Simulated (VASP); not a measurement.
# CsCl (Pm-3m) in VASP: settings compared

The runs below take CsCl through single point, with PBE, RPBE.

Program: VASP 6.6.1. These are calculated values, not measurements. Logs are shortened: lines on timing, memory, paths and dates and some standing lists are left out, and cuts for length are marked.

### Step 1. The cell of the first run

Symmetry: Pm-3m, No. 221, cubic system. The conventional cell has a = 4.288 Å, b = 4.288 Å, c = 4.288 Å, α = 90.00°, β = 90.00°, γ = 90.00°. Cs (site symmetry m-3m) has 8 Cl at 3.71 Å and 6 Cs at 4.29 Å within 4.9 Å. Cl (site symmetry m-3m) has 8 Cs at 3.71 Å and 6 Cl at 4.29 Å within 4.9 Å.

### Step 2. Single point, PBE (39.43 Å³/atom)

Contents of INCAR:

```
SYSTEM = CsCl
  ALGO = Normal
  EDIFF = 1E-6
  ENCUT = 500
  GGA = PE
  GGA_COMPAT = .FALSE.
  ISIF = 2
  ISMEAR = 0
  LASPH = .TRUE.
  LCHARG = .FALSE.
  LREAL = .FALSE.
  LWAVE = .FALSE.
  NBANDS = 15
  NELM = 120
  PREC = Accurate
  SIGMA = 0.02
```

Contents of KPOINTS:

```
k-points
0
G
  6 6 6
  0 0 0
```

Contents of POSCAR:

```
CsCl
1.0
    4.2881330442      0.0000000000      0.0000000000
    0.0000000000      4.2881330442      0.0000000000
    0.0000000000      0.0000000000      4.2881330442
Cs Cl
1 1
Direct
    0.0000000000      0.0000000000      0.0000000000
    0.5000000000      0.5000000000      0.5000000000
```

Potentials or basis: VASP PAW PBE potentials, release 64 (Cs_sv, Cl).

The run is started by

```sh
cat potpaw_PBE.64/Cs_sv/POTCAR potpaw_PBE.64/Cl/POTCAR > POTCAR
mpirun -np 1 vasp_std > vasp.out
```

OUTCAR:

```text
SYSTEM = CsCl
   EDIFF = 1E-6
   ENCUT = 500
   GGA = PE
   ISIF = 2
   ISMEAR = 0
   LASPH = .TRUE.
   LREAL = .FALSE.
   NELM = 120
   PREC = Accurate

 ion  position               nearest neighbor table
   1  0.000  0.000  0.000-
   2  0.500  0.500  0.500-

  LATTYP: Found a simple cubic cell.
 ALAT       =     4.2881330442

  Lattice vectors:

 A1 = (   4.2881330442,   0.0000000000,   0.0000000000)
 A2 = (   0.0000000000,   4.2881330442,   0.0000000000)
 A3 = (   0.0000000000,   0.0000000000,   4.2881330442)

Analysis of symmetry for initial positions (statically):
=====================================================================
 Subroutine PRICEL returns:
 Original cell was already a primitive cell.

 Routine SETGRP: Setting up the symmetry group for a
 simple cubic supercell.

 Subroutine GETGRP returns: Found 48 space group operations
 (whereof 48 operations were pure point group operations)
 out of a pool of 48 trial point group operations.

The static configuration has the point symmetry O_h .

Analysis of symmetry for dynamics (positions and initial velocities):
=====================================================================
 Subroutine PRICEL returns:
 Original cell was already a primitive cell.

 Routine SETGRP: Setting up the symmetry group for a
 simple cubic supercell.

 Subroutine GETGRP returns: Found 48 space group operations
 (whereof 48 operations were pure point group operations)
 out of a pool of 48 trial point group operations.

The dynamic configuration has the point symmetry O_h .

 Subroutine INISYM returns: Found 48 space group operations
 (whereof 48 operations are pure point group operations),
 and found     1 'primitive' translations

----------------------------------------------------------------------------------------

                                     Primitive cell

  volume of cell :      78.8506

  direct lattice vectors                    reciprocal lattice vectors
     4.288133044  0.000000000  0.000000000     0.233201720  0.000000000  0.000000000
     0.000000000  4.288133044  0.000000000     0.000000000  0.233201720  0.000000000
     0.000000000  0.000000000  4.288133044     0.000000000  0.000000000  0.233201720

  length of vectors
     4.288133044  4.288133044  4.288133044     0.233201720  0.233201720  0.233201720

  position of ions in fractional coordinates (direct lattice)
     0.000000000  0.000000000  0.000000000
     0.500000000  0.500000000  0.500000000

  ion indices of the primitive-cell ions
   primitive index   ion index
                 1           1
                 2           2

----------------------------------------------------------------------------------------

 KPOINTS: k-points

Automatic generation of k-mesh.
 Grid dimensions read from file:
 generate k-points for:    6    6    6

 Generating k-lattice:

  Cartesian coordinates                     Fractional coordinates (reciprocal lattice)
     0.038866953  0.000000000  0.000000000     0.166666667  0.000000000  0.000000000
     0.000000000  0.038866953  0.000000000     0.000000000  0.166666667  0.000000000
     0.000000000  0.000000000  0.038866953     0.000000000  0.000000000  0.166666667

  Length of vectors
     0.038866953  0.038866953  0.038866953

  Shift w.r.t. Gamma in fractional coordinates (k-lattice)
     0.000000000  0.000000000  0.000000000

 Subroutine IBZKPT returns following result:
 ===========================================

 Found     20 irreducible k-points:

 Following reciprocal coordinates:
            Coordinates               Weight
  0.000000  0.000000  0.000000      1.000000
  0.166667  0.000000  0.000000      6.000000
  0.333333  0.000000  0.000000      6.000000
  0.500000  0.000000  0.000000      3.000000
  0.166667  0.166667  0.000000     12.000000
  0.333333  0.166667  0.000000     24.000000
[... 12 lines left out ...]
  0.500000  0.500000  0.333333      6.000000
  0.500000  0.500000  0.500000      1.000000
   k-points           NKPTS =     20   k-points in BZ     NKDIM =     20   number of bands    NBANDS=     15
   number of dos      NEDOS =    301   number of ions     NIONS =      2
   total plane-waves  NPLWV =  32768
   dimension x,y,z NGX =    32 NGY =   32 NGZ =   32
   dimension x,y,z NGXF=    64 NGYF=   64 NGZF=   64
   ions per type =               1   1
   NGX,Y,Z   is equivalent  to a cutoff of  12.41, 12.41, 12.41 a.u.
   NGXF,Y,Z  is equivalent  to a cutoff of  24.81, 24.81, 24.81 a.u.
 SYSTEM =  CsCl
   PREC   = accura    normal or accurate (medium, high low for compatibility)
   ISTART =      0    job   : 0-new  1-cont  2-samecut
   ICHARG =      2    charge: 1-file 2-atom 10-const
   ISPIN  =      1    spin polarized calculation?
   LNONCOLLINEAR =      F non collinear calculations
   LSORBIT =      F    spin-orbit coupling
   LASPH  =      T    aspherical Exc in radial PAW
   ENCUT  =  500.0 eV  36.75 Ry    6.06 a.u.   7.82  7.82  7.82*2*pi/ulx,y,z
   NELM   =    120;   NELMIN=  2; NELMDL= -5     # of ELM steps
   EDIFF  = 0.1E-05   stopping-criterion for ELM
   LREAL  =      F    real-space projection
   EDIFFG = 0.1E-04   stopping-criterion for IOM
   NSW    =      0    number of steps for IOM
   IBRION =     -1    ionic relax: 0-MD 1-quasi-New 2-CG
   NFREE  =      0    steps in history (QN), initial steepest desc. (CG)
   ISIF   =      2    stress and relaxation
   ISYM   =      2    0-nonsym 1-usesym 2-fastsym
   POTIM  = 0.5000    time-step for ionic-motion
   TEBEG  =    0.0;   TEEND  =   0.0 temperature during run
   PSTRESS=    0.0 pullay stress
   NELECT =      16.0000    total number of electrons
   NUPDOWN=      -1.0000    fix difference up-down
   EMIN   =  10.00;   EMAX   =-10.00  energy-range for DOS
   EFERMI =   0.00;   METHOD = LEGACY
   ISMEAR =     0;   SIGMA  =   0.02  broadening in eV -4-tet -1-fermi 0-gaus
   EFERMI_NEDOS =   21; number of points for ismear=-14 and -15
   IALGO  =     38    algorithm
   IMIX   =      4    mixing-type and parameters
     AMIX     =   0.40;   BMIX     =  1.00
     AMIX_MAG =   1.60;   BMIX_MAG =  1.00
  volume/ion in A,a.u.               =      39.43       266.05
  Fermi-wavevector in a.u.,A,eV,Ry     =   0.962011  1.817937 12.591710  0.925465
  Thomas-Fermi vector in A             =   2.091432
   LORBIT       =      0    0 simple, 1 ext, 2 COOP (PROOUT), +10 PAW based schemes
   GGA     = PE    functional components
   LHFCALC =     F    Hartree Fock is set to
   AEXX    =    0.0000 exact exchange contribution
   IVDW    =     0    specifies the selected vdW correction
   LEPSILON=     F    determine dielectric tensor
   LRPA    =     F    only Hartree local field effects (RPA)
 non-spin polarized calculation
 Gauss-broadening in eV      SIGMA  =   0.02
  energy-cutoff  :      500.00
  volume of cell :       78.85
 maximum number of plane-waves:      2016
 NGX is ok and might be reduce to    32
   NGX = 15   NGY = 15   NGZ = 15

 number of electron      16.0000003 magnetization

 Free energy of the ion-electron system (eV)
  ---------------------------------------------------
  ext. energy  EPLUGINS =         0.00000000
  ---------------------------------------------------
  free energy    TOTEN  =        -6.53195391 eV

  energy without entropy =       -6.53195391  energy(sigma->0) =       -6.53195391

 E-fermi :  -0.7189     XC(G=0):  -7.7304

 val. band max:       -0.8793466782   @ k =   0.0000   0.0000   0.0000
 cond. band min:       3.8824205649   @ k =   0.0000   0.0000   0.0000
 fundamental gap:      4.7617672431
 Fermi energy:        -0.7189291685

 k-point     1 :       0.0000    0.0000    0.0000
  band No.  band energies     occupation
      1     -20.4532      2.00000
      2     -12.9143      2.00000
      3      -7.0109      2.00000
      4      -7.0109      2.00000
      5      -7.0109      2.00000
      6      -0.8793      2.00000
      7      -0.8793      2.00000
      8      -0.8793      2.00000
      9       3.8824      0.00000
     10       4.5813      0.00000
     11       4.5813      0.00000
     12       8.7058      0.00000
     13       8.7058      0.00000
     14       8.7058      0.00000
     15      11.8738      0.00000

 k-point     2 :       0.1667    0.0000    0.0000
  band No.  band energies     occupation
      1     -20.4410      2.00000
      2     -12.9169      2.00000
      3      -7.1255      2.00000
      4      -6.9889      2.00000
      5      -6.9889      2.00000
      6      -1.1588      2.00000
      7      -0.9147      2.00000
      8      -0.9147      2.00000
      9       4.4346      0.00000
     10       4.7434      0.00000
     11       5.1186      0.00000
     12       8.4965      0.00000
     13       8.4965      0.00000
     14       8.8351      0.00000
     15      10.5871      0.00000

 k-point     3 :       0.3333    0.0000    0.0000
  band No.  band energies     occupation
      1     -20.4163      2.00000
      2     -12.9234      2.00000
      3      -7.3367      2.00000
      4      -6.9439      2.00000
      5      -6.9439      2.00000
      6      -1.6244      2.00000
      7      -0.9881      2.00000
      8      -0.9881      2.00000
      9       5.1566      0.00000
     10       5.5414      0.00000
     11       6.4312      0.00000
     12       8.2135      0.00000
     13       8.2135      0.00000
     14       9.0515      0.00000
     15       9.1460      0.00000
[... 271 lines left out ...]
 k-point    19 :       0.5000    0.5000    0.3333
  band No.  band energies     occupation
      1     -20.3286      2.00000
      2     -12.8007      2.00000
      3      -7.4513      2.00000
      4      -7.4513      2.00000
      5      -7.2829      2.00000
      6      -1.6065      2.00000
      7      -1.6065      2.00000
      8      -1.5349      2.00000
      9       6.5523      0.00000
     10       7.0170      0.00000
     11       7.0170      0.00000
     12       7.3651      0.00000
     13       9.2821      0.00000
     14       9.2821      0.00000
     15      10.6576      0.00000

 k-point    20 :       0.5000    0.5000    0.5000
  band No.  band energies     occupation
      1     -20.3181      2.00000
      2     -12.7868      2.00000
      3      -7.4123      2.00000
      4      -7.4123      2.00000
      5      -7.4123      2.00000
      6      -1.7163      2.00000
      7      -1.7163      2.00000
      8      -1.7163      2.00000
      9       7.1127      0.00000
     10       7.1127      0.00000
     11       7.1127      0.00000
     12       8.9826      0.00000
     13       8.9826      0.00000
     14       8.9826      0.00000
     15      10.7043      0.00000

------------------------ aborting loop because EDIFF is reached ----------------------------------------

  FORCE on cell =-STRESS in cart. coord.  units (eV):
  Direction    XX          YY          ZZ          XY          YZ          ZX
  --------------------------------------------------------------------------------------
  -------------------------------------------------------------------------------------
  Total       -0.3560120     -0.3560120     -0.3560120      0.0000000      0.0000000     -0.0000000
  in kB       -7.2338662     -7.2338662     -7.2338662      0.0000000      0.0000000     -0.0000000
  external PRESSURE =      -7.2338662 kB  Pullay stress =       0.0000000 kB

 VOLUME and BASIS-vectors are now :
 -----------------------------------------------------------------------------
  energy-cutoff  :      500.00
  volume of cell :       78.85
      direct lattice vectors                 reciprocal lattice vectors
     4.288133044  0.000000000  0.000000000     0.233201720  0.000000000  0.000000000
     0.000000000  4.288133044  0.000000000     0.000000000  0.233201720  0.000000000
     0.000000000  0.000000000  4.288133044     0.000000000  0.000000000  0.233201720

 POSITION                                       TOTAL-FORCE (eV/Angst)
 -----------------------------------------------------------------------------------
      0.00000      0.00000      0.00000         0.000000      0.000000      0.000000
      2.14407      2.14407      2.14407         0.000000      0.000000      0.000000
 -----------------------------------------------------------------------------------
    total drift:                                0.000000      0.000000     -0.000000

  FREE ENERGIE OF THE ION-ELECTRON SYSTEM (eV)
  ---------------------------------------------------
  free  energy   TOTEN  =        -6.5319539133 eV

  energy  without entropy=       -6.5319539133  energy(sigma->0) =       -6.53195391
```

Run time: 21 s. Hardware: 1 thread of Intel Xeon 8259CL, shared host; peak memory 0.18 GiB.

Results:

| Property | Result |
| --- | --- |
| Free energy | -6.5320 eV |
| Pressure | -0.7 GPa |
| Band gap on the k mesh | 4.76 eV |

Caveat: spin-orbit coupling is left out, which moves the levels of the heavy elements. PBE gaps usually lie below the measured ones, often by a third to a half.

### Step 3. Single point, PBE (40.91 Å³/atom)

This run uses another cell than the first one, of 40.91 Å³/atom.

Contents of INCAR:

```
PREC = Accurate
ENCUT = 500
EDIFF = 1E-6
ISMEAR = 0
SIGMA = 0.02
LREAL = F
LASPH = T
NELM = 120
ALGO = Normal
ISIF = 2
LWAVE = F
LCHARG = F
GGA = PE
NBANDS = 15
GGA_COMPAT = F
```

Contents of KPOINTS:

```
regular mesh
0
Gamma
  6 6 6
```

Contents of POSCAR:

```
CsCl
1.0
    4.3414072250      0.0000000000      0.0000000000
    0.0000000000      4.3414072250      0.0000000000
    0.0000000000      0.0000000000      4.3414072250
Cs Cl
1 1
Direct
    0.0000000000      0.0000000000      0.0000000000
    0.5000000000      0.5000000000      0.5000000000
```

Potentials or basis: VASP PAW PBE potentials, release 64 (Cs_sv, Cl).

The run is started by

```sh
cat potpaw_PBE.64/Cs_sv/POTCAR potpaw_PBE.64/Cl/POTCAR > POTCAR
mpirun -np 1 vasp_std > vasp.out
```

It took 24 s on 1 thread of Intel Xeon 8259CL, shared host; peak memory 0.17 GiB.

It converged, with:

```yaml
Free_energy: -6.5159 eV
Pressure: -1.1 GPa
Band_gap_on_the_k_mesh: 4.62 eV
```

Levels at points of the mesh, in eV from the valence-band top:
```tsv
k point	band 4	band 5	band 6	band 7	band 8	band 9	band 10	band 11	band 12	band 13
(0.00, 0.00, 0.00)	-6.23	-6.23	0.00	0.00	0.00	4.62	5.46	5.46	9.44	9.44
(0.50, 0.00, 0.00)	-6.15	-6.15	-0.89	-0.13	-0.13	6.28	6.87	7.92	8.84	8.84
(0.50, 0.50, 0.00)	-6.72	-6.10	-0.39	-0.39	0.00	5.76	5.86	7.73	7.73	10.63
(0.50, 0.50, 0.50)	-6.59	-6.59	-0.77	-0.77	-0.77	7.84	7.84	7.84	9.66	9.66
```

Caveat: spin-orbit coupling is left out, which moves the levels of the heavy elements. Expect the measured gap to be larger: semilocal functionals such as PBE lack the derivative discontinuity.

### Step 4. Single point, RPBE

This run uses another cell than the first one, of 40.91 Å³/atom.

Contents of INCAR:

```
  PREC = Accurate
  ENCUT = 500
  EDIFF = 1E-6
  ISMEAR = 0
  SIGMA = 0.02
  LREAL = F
  LASPH = T
  NELM = 120
  ALGO = Normal
  ISIF = 2
  LWAVE = F
  LCHARG = T
  GGA = RP
  LELF = T
  LVHAR = T
  NBANDS = 15
  GGA_COMPAT = F
```

Contents of KPOINTS:

```
Automatic mesh
0
Gamma
  6 6 6
```

POSCAR is that of step 3.

The run is started by

```sh
cat potpaw_PBE.64/Cs_sv/POTCAR potpaw_PBE.64/Cl/POTCAR > POTCAR
mpirun -np 1 vasp_std > vasp.out
```

Run time: 28 s. Hardware: 1 thread of Intel Xeon 8259CL, shared host; peak memory 0.18 GiB.

It converged, with:

```yaml
Free_energy: -6.1700 eV
Pressure: 0.3 GPa
Band_gap_on_the_k_mesh: 4.93 eV
```

Levels at points of the mesh, in eV from the valence-band top:
```tsv
k point	band 5	band 6	band 7	band 8	band 9	band 10	band 11	band 12
(0.00, 0.00, 0.00)	-6.31	0.00	0.00	0.00	4.93	5.65	5.65	9.46
(0.50, 0.00, 0.00)	-6.23	-0.84	-0.12	-0.12	6.45	7.08	8.20	8.92
(0.50, 0.50, 0.00)	-6.18	-0.38	-0.38	0.00	5.97	6.06	7.84	7.84
(0.50, 0.50, 0.50)	-6.65	-0.74	-0.74	-0.74	7.96	7.96	7.96	9.90
```

Caveat: the PAW data sets were made with another functional, which shifts forces and pressure a little; spin-orbit coupling is left out, which moves the levels of the heavy elements. RPBE gaps usually lie below the measured ones, often by a third to a half.

### Step 5. Single point, PBE

This run uses another cell than the first one, of 35.06 Å³/atom.

Contents of INCAR:

```
SYSTEM = CsCl
PREC = Accurate
ENCUT = 500
EDIFF = 1E-6
ISMEAR = 0
SIGMA = 0.01
LREAL = .FALSE.
LASPH = .TRUE.
NELM = 120
ALGO = Normal
ISIF = 2
LWAVE = .FALSE.
LCHARG = .TRUE.
GGA = PE
LELF = .TRUE.
LVHAR = .TRUE.
NBANDS = 15
GGA_COMPAT = .FALSE.
```

Contents of KPOINTS:

```
Automatic mesh
0
G
  6 6 6
  0 0 0
```

Contents of POSCAR:

```
CsCl
1.0
    4.1235201641      0.0000000000      0.0000000000
    0.0000000000      4.1235201641      0.0000000000
    0.0000000000      0.0000000000      4.1235201641
Cs Cl
1 1
Direct
    0.0000000000      0.0000000000      0.0000000000
    0.5000000000      0.5000000000      0.5000000000
```

The run is started by

```sh
cat potpaw_PBE.64/Cs_sv/POTCAR potpaw_PBE.64/Cl/POTCAR > POTCAR
mpirun -np 1 vasp_std > vasp.out
```

It took 16 s on 1 thread of Intel Xeon 6455B, shared host; peak memory 0.17 GiB.

Results (log left out):

```
Free energy            : -6.5271 eV
Pressure               : 1.0 GPa
Band gap on the k mesh : 5.26 eV
```

Levels at points of the mesh, in eV from the valence-band top:
| k point | band 5 | band 6 | band 7 | band 8 | band 9 | band 10 | band 11 | band 12 |
| --- | --- | --- | --- | --- | --- | --- | --- | --- |
| (0.00, 0.00, 0.00) | -5.87 | 0.00 | 0.00 | 0.00 | 5.26 | 5.39 | 5.39 | 10.03 |
| (0.50, 0.00, 0.00) | -5.73 | -1.17 | -0.24 | -0.24 | 6.41 | 7.61 | 8.88 | 9.27 |
| (0.50, 0.50, 0.00) | -5.64 | -0.43 | -0.43 | -0.06 | 5.95 | 6.03 | 7.98 | 7.98 |
| (0.50, 0.50, 0.50) | -6.40 | -1.10 | -1.10 | -1.10 | 8.49 | 8.49 | 8.49 | 10.53 |

Caveat: spin-orbit coupling is left out, which moves the levels of the heavy elements.

### Step 6. The runs side by side

| level | cell | smearing | gap on the mesh (eV) | pressure (GPa) |
| --- | --- | --- | --- | --- |
| PBE | a = 4.288 Å, 2 atoms | gaussian 0.02 eV | 4.76 | -0.7 |
| PBE | a = 4.341 Å, 2 atoms | gaussian 0.02 eV | 4.62 | -1.1 |
| RPBE | a = 4.341 Å, 2 atoms | gaussian 0.02 eV | 4.93 | 0.3 |
| PBE | a = 4.124 Å, 2 atoms | gaussian 0.01 eV | 5.26 | 1.0 |

Alike in all rows: task single point; potentials or basis VASP PAW PBE potentials, release 64 (Cs_sv, Cl); no spin polarisation; k mesh 6 × 6 × 6; cutoff (eV) 500.

Caveats: spin-orbit coupling is left out, which moves the levels of the heavy elements; the PAW data sets were made with another functional, which shifts forces and pressure a little (at least some runs).

Absolute energies hang on the potentials; compare differences alone.
